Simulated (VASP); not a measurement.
# W (Fd-3m) in VASP: notebook

W is run at these levels: PBE; tasks: single point, relaxation of cell and atoms.

All numbers are computed with VASP 6.6.1; they aren't measurements. Logs are shortened: lines on timing, memory, paths and dates and some standing lists are left out, and cuts for length are marked.

### Step 1. The cell of the first run

The structure is cubic, space group Fd-3m (No. 227). Conventional cell: a = 5.359 Å, b = 5.359 Å, c = 5.359 Å, α = 90.00°, β = 90.00°, γ = 90.00°. W (site symmetry -43m) has 4 W at 2.32 Å within 3.1 Å.

### Step 2. Single point, PBE

INCAR reads:

```
  PREC = Accurate
  ENCUT = 520
  EDIFF = 1E-7
  ISMEAR = -1
  SIGMA = 0.08
  LREAL = F
  LASPH = T
  NELM = 80
  ALGO = Normal
  ISIF = 2
  LWAVE = F
  LCHARG = F
  GGA = PE
  NBANDS = 21
```

KPOINTS reads:

```
regular mesh
0
Gamma
  13 13 13
```

POSCAR reads:

```
W
1.0
    0.0000000000      2.6793344301      2.6793344301
    2.6793344301      0.0000000000      2.6793344301
    2.6793344301      2.6793344301      0.0000000000
W
2
Direct
   -0.1250000000     -0.1250000000     -0.1250000000
    0.1250000000      0.1250000000      0.1250000000
```

Potentials or basis: VASP PAW PBE potentials, release 64 (W_sv).

The run is started by

```console
$ cat potpaw_PBE.64/W_sv/POTCAR > POTCAR
$ mpirun -np 1 vasp_std > vasp.out
```

OUTCAR:

```text
PREC = Accurate
   ENCUT = 520
   EDIFF = 1E-7
   ISMEAR = -1
   LREAL = F
   LASPH = T
   NELM = 80
   ISIF = 2
   GGA = PE

 ion  position               nearest neighbor table
   1  0.875  0.875  0.875-   2 2.32   2 2.32   2 2.32   2 2.32
   2  0.125  0.125  0.125-   1 2.32   1 2.32   1 2.32   1 2.32

  LATTYP: Found a face centered cubic cell.
 ALAT       =     5.3586688602

  Lattice vectors:

 A1 = (   0.0000000000,   2.6793344301,   2.6793344301)
 A2 = (   2.6793344301,   0.0000000000,   2.6793344301)
 A3 = (   2.6793344301,   2.6793344301,   0.0000000000)

Analysis of symmetry for initial positions (statically):
=====================================================================
 Subroutine PRICEL returns:
 Original cell was already a primitive cell.

 Routine SETGRP: Setting up the symmetry group for a
 face centered cubic supercell.

 Subroutine GETGRP returns: Found 48 space group operations
 (whereof 12 operations were pure point group operations)
 out of a pool of 48 trial point group operations.

The static configuration has the point symmetry D_3d.
 The point group associated with its full space group is O_h .

Analysis of symmetry for dynamics (positions and initial velocities):
=====================================================================
 Subroutine PRICEL returns:
 Original cell was already a primitive cell.

 Routine SETGRP: Setting up the symmetry group for a
 face centered cubic supercell.

 Subroutine GETGRP returns: Found 48 space group operations
 (whereof 12 operations were pure point group operations)
 out of a pool of 48 trial point group operations.

The dynamic configuration has the point symmetry D_3d.
 The point group associated with its full space group is O_h .

 Subroutine INISYM returns: Found 48 space group operations
 (whereof 12 operations are pure point group operations),
 and found     1 'primitive' translations

----------------------------------------------------------------------------------------

                                     Primitive cell

  volume of cell :      38.4690

  direct lattice vectors                    reciprocal lattice vectors
     0.000000000  2.679334430  2.679334430    -0.186613509  0.186613509  0.186613509
     2.679334430  0.000000000  2.679334430     0.186613509 -0.186613509  0.186613509
     2.679334430  2.679334430  0.000000000     0.186613509  0.186613509 -0.186613509

[... 78 lines left out ...]
   LNONCOLLINEAR =      F non collinear calculations
   LSORBIT =      F    spin-orbit coupling
   LASPH  =      T    aspherical Exc in radial PAW
   ENCUT  =  520.0 eV  38.22 Ry    6.18 a.u.   7.05  7.05  7.05*2*pi/ulx,y,z
   NELM   =     80;   NELMIN=  2; NELMDL= -5     # of ELM steps
   EDIFF  = 0.1E-06   stopping-criterion for ELM
   LREAL  =      F    real-space projection
   EDIFFG = 0.1E-05   stopping-criterion for IOM
   NSW    =      0    number of steps for IOM
   IBRION =     -1    ionic relax: 0-MD 1-quasi-New 2-CG
   NFREE  =      0    steps in history (QN), initial steepest desc. (CG)
   ISIF   =      2    stress and relaxation
   ISYM   =      2    0-nonsym 1-usesym 2-fastsym
   POTIM  = 0.5000    time-step for ionic-motion
   TEBEG  =    0.0;   TEEND  =   0.0 temperature during run
   PSTRESS=    0.0 pullay stress
   NELECT =      28.0000    total number of electrons
   NUPDOWN=      -1.0000    fix difference up-down
   EMIN   =  10.00;   EMAX   =-10.00  energy-range for DOS
   EFERMI =   0.00;   METHOD = LEGACY
   ISMEAR =    -1;   SIGMA  =   0.08  broadening in eV -4-tet -1-fermi 0-gaus
   EFERMI_NEDOS =   21; number of points for ismear=-14 and -15
   IALGO  =     38    algorithm
   IMIX   =      4    mixing-type and parameters
     AMIX     =   0.40;   BMIX     =  1.00
     AMIX_MAG =   1.60;   BMIX_MAG =  1.00
  volume/ion in A,a.u.               =      19.23       129.80
  Fermi-wavevector in a.u.,A,eV,Ry     =   1.472620  2.782848 29.505711  2.168609
  Thomas-Fermi vector in A             =   2.587612
   LORBIT       =      0    0 simple, 1 ext, 2 COOP (PROOUT), +10 PAW based schemes
   GGA     = PE    functional components
   LHFCALC =     F    Hartree Fock is set to
   AEXX    =    0.0000 exact exchange contribution
   IVDW    =     0    specifies the selected vdW correction
   LEPSILON=     F    determine dielectric tensor
   LRPA    =     F    only Hartree local field effects (RPA)
 non-spin polarized calculation
  energy-cutoff  :      520.00
  volume of cell :       38.47
 maximum number of plane-waves:      1048
   NGX = 15   NGY = 15   NGZ = 15

 number of electron      28.0000002 magnetization

 Free energy of the ion-electron system (eV)
  ---------------------------------------------------
  ext. energy  EPLUGINS =         0.00000000
  ---------------------------------------------------
  free energy    TOTEN  =       -19.14822153 eV

  energy without entropy =      -19.10815203  energy(sigma->0) =      -19.12818678

 E-fermi :   8.0333     XC(G=0): -12.0600

 val. band max:        8.0122227830   @ k =   0.3077   0.2308   0.0769
 cond. band min:       8.0335178835   @ k =  -0.3077   0.4615   0.1538
 fundamental gap:      0.0212951004
 Fermi energy:         8.0332695694

 k-point     1 :       0.0000    0.0000    0.0000
  band No.  band energies     occupation
      1     -65.2004      2.00000
      2     -64.3986      2.00000
      3     -30.1599      2.00000
      4     -30.1599      2.00000
      5     -30.1599      2.00000
      6     -28.4194      2.00000
[... 565 lines left out ...]
     20      14.6043      0.00000
     21      19.1014      0.00000

 [... further k-points ...]

------------------------ aborting loop because EDIFF is reached ----------------------------------------

  FORCE on cell =-STRESS in cart. coord.  units (eV):
  Direction    XX          YY          ZZ          XY          YZ          ZX
  --------------------------------------------------------------------------------------
  -------------------------------------------------------------------------------------
  Total       12.4391055     12.4391055     12.4391055      0.0000000     -0.0000000      0.0000000
  in kB      518.0706182    518.0706182    518.0706182      0.0000000     -0.0000000      0.0000000
  external PRESSURE =     518.0706182 kB  Pullay stress =       0.0000000 kB

 VOLUME and BASIS-vectors are now :
 -----------------------------------------------------------------------------
  energy-cutoff  :      520.00
  volume of cell :       38.47
      direct lattice vectors                 reciprocal lattice vectors
     0.000000000  2.679334430  2.679334430    -0.186613509  0.186613509  0.186613509
     2.679334430  0.000000000  2.679334430     0.186613509 -0.186613509  0.186613509
     2.679334430  2.679334430  0.000000000     0.186613509  0.186613509 -0.186613509

 POSITION                                       TOTAL-FORCE (eV/Angst)
 -----------------------------------------------------------------------------------
      4.68884      4.68884      4.68884        -0.000000     -0.000000      0.000000
      0.66983      0.66983      0.66983         0.000000      0.000000     -0.000000
 -----------------------------------------------------------------------------------
    total drift:                                0.000000     -0.000000     -0.000000

  FREE ENERGIE OF THE ION-ELECTRON SYSTEM (eV)
  ---------------------------------------------------
  free  energy   TOTEN  =       -19.1482215319 eV

  energy  without entropy=      -19.1081520291  energy(sigma->0) =      -19.12818678
```

OSZICAR:

```text
N       E                     dE             d eps       ncg     rms          rms(c)
DAV:   1     0.312127517238E+03    0.31213E+03   -0.17310E+04  3528   0.152E+03
DAV:   2    -0.928872522943E+01   -0.32142E+03   -0.31226E+03  3853   0.461E+02
DAV:   3    -0.192813305276E+02   -0.99926E+01   -0.98031E+01  4028   0.834E+01
DAV:   4    -0.193946129045E+02   -0.11328E+00   -0.11313E+00  3921   0.952E+00
DAV:   5    -0.193961089003E+02   -0.14960E-02   -0.14959E-02  3999   0.112E+00    0.305E+01
DAV:   6    -0.192260481975E+02    0.17006E+00   -0.10330E-01  4013   0.333E+00    0.166E+01
DAV:   7    -0.191490570721E+02    0.76991E-01   -0.10170E-01  3838   0.338E+00    0.521E-01
DAV:   8    -0.191481624367E+02    0.89464E-03   -0.12306E-02  3693   0.937E-01    0.132E-01
DAV:   9    -0.191482045121E+02   -0.42075E-04   -0.19902E-04  4037   0.126E-01    0.723E-02
DAV:  10    -0.191482228980E+02   -0.18386E-04   -0.25270E-05  3828   0.518E-02    0.323E-03
DAV:  11    -0.191482220899E+02    0.80809E-06   -0.90977E-07  4129   0.801E-03    0.200E-03
DAV:  12    -0.191482215507E+02    0.53913E-06   -0.11048E-07  2386   0.361E-03    0.924E-04
DAV:  13    -0.191482215319E+02    0.18847E-07   -0.86968E-09  2059   0.991E-04
   1 F= -.19148222E+02 E0= -.19128187E+02  d E =-.400695E-01
```

Wall time 22 s (1 thread of Intel Xeon 6975P-C (Granite Rapids), shared host); peak memory 0.18 GiB.

Results:

```yaml
Free_energy: -19.1482 eV
Pressure: 51.8 GPa
Band_gap_on_the_k_mesh: zero (band 14 reaches 8.54 eV, above the bottom of band 15 at 7.64 eV)
```

Caveat: spin-orbit coupling is left out, which moves the levels of the heavy elements.

### Step 3. Single point, PBE

INCAR reads:

```
SYSTEM = W
PREC     = Accurate       ! precision mode
ENCUT    = 520            ! plane-wave cutoff, eV
EDIFF    = 1E-6           ! SCF threshold, eV
ISMEAR   = -1             ! smearing method
SIGMA    = 0.08           ! smearing width, eV
LREAL    = .False.        ! projectors in reciprocal space
LASPH    = .True.         ! aspherical terms in the spheres
NELM     = 80             ! most SCF steps
ALGO     = Normal         ! electronic algorithm
ISIF     = 2              ! what is computed and relaxed
LWAVE    = .False.        ! write WAVECAR
LCHARG   = .True.         ! write CHGCAR
GGA      = PE             ! functional
LELF     = .True.         ! ELF
LVHAR    = .True.       
NBANDS   = 21             ! bands
```

KPOINTS reads:

```
regular mesh
0
Gamma
  13 13 13
  0 0 0
```

POSCAR reads:

```
W
1.0
    0.0000000000      2.6798876929      2.6798876929
    2.6798876929      0.0000000000      2.6798876929
    2.6798876929      2.6798876929      0.0000000000
W
2
Direct
   -0.1250000000     -0.1250000000     -0.1250000000
    0.1250000000      0.1250000000      0.1250000000
```

Potentials or basis: VASP PAW PBE potentials, release 64 (W_sv).

The run is started by

```console
$ cat potpaw_PBE.64/W_sv/POTCAR > POTCAR
$ mpirun -np 1 vasp_std > vasp.out
```

Run time: 20 s. Hardware: 1 thread of Intel Xeon 6975P-C (Granite Rapids), shared host; peak memory 0.19 GiB.

The run converged. Its results:

```
Free energy            : -19.1559 eV
Pressure               : 51.6 GPa
Band gap on the k mesh : zero (band 14 reaches 8.53 eV, above the bottom of band 15 at 7.63 eV)
```

Levels at points of the mesh, in eV from the Fermi level:
```
           k point  band 12  band 13  band 14  band 15  band 16  band 17
(0.00, 0.00, 0.00)    -1.46    -1.46    -1.46     1.85     1.85     1.85
```

Caveat: spin-orbit coupling is left out, which moves the levels of the heavy elements.

[end of part 1 of 2]
